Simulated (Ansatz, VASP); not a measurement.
# K in VASP and in Ansatz

Contents of INCAR:

```
SYSTEM = K
PREC = Accurate ; ENCUT = 520
EDIFF = 1E-6 ; ISMEAR = -1
SIGMA = 0.05 ; LREAL = .False.
LASPH = .True. ; NELM = 100
ALGO = Fast ; ISIF = 2
LWAVE = .False. ; LCHARG = .False.
GGA = PE ; NBANDS = 16
```

File KPOINTS:

```
Automatic mesh
0
Gamma
  9 9 9
  0 0 0
```

File POSCAR:

```
K
1.0
   -2.1630329491      2.1630329491      7.8816204726
    2.1630329491     -2.1630329491      7.8816204726
    2.1630329491      2.1630329491     -7.8816204726
K
2
Direct
    0.5000000000      0.5000000000      0.0000000000
    0.2500000000      0.7500000000      0.5000000000
```

input.yaml

```yaml
crystal:
  lattice:
    - [-2.1630329491, 2.1630329491, 7.8816204726]
    - [2.1630329491, -2.1630329491, 7.8816204726]
    - [2.1630329491, 2.1630329491, -7.8816204726]
  atoms:
    - { symbol: K, position: [0.5, 0.5, 0.0] }
    - { symbol: K, position: [0.25, 0.75, 0.5] }
hamiltonian:
  xc: pbe
  pseudopotentials: { kind: paw }
kpoints:
  mp_grid: { grid: [9, 9, 9] }
scf:
  occupations: { method: fermi_dirac, width: 0.05 }
output:
  forces: true
  stress: true
  eigenvalues: true
  write_density: true
  write_potential: true
  elf: true
  volumetric_format: npy
```

Alike in both runs: task single point; functional PBE; k mesh 9 × 9 × 9; occupations fermi-dirac, width 0.05 eV; no spin polarisation.

|  | VASP | Ansatz |
| --- | --- | --- |
| version | VASP 6.6.1 | Ansatz 0.2.0 |
| potentials or method | VASP PAW PBE potentials, release 64 (K_sv) | Ansatz PAW |
| plane-wave cutoff (eV) | 520 | 420 |
| valence electrons in the cell | 18 | 18 |

VASP gave:

```
gap on the k mesh at the Fermi level (eV) : none
pressure (GPa)                            : 0.1
```

Which values does Ansatz return?

gap on the k mesh at the Fermi level (eV): none; pressure (GPa): 0.2.

A gap of «none» marks a metal or a gap that the smearing closes.
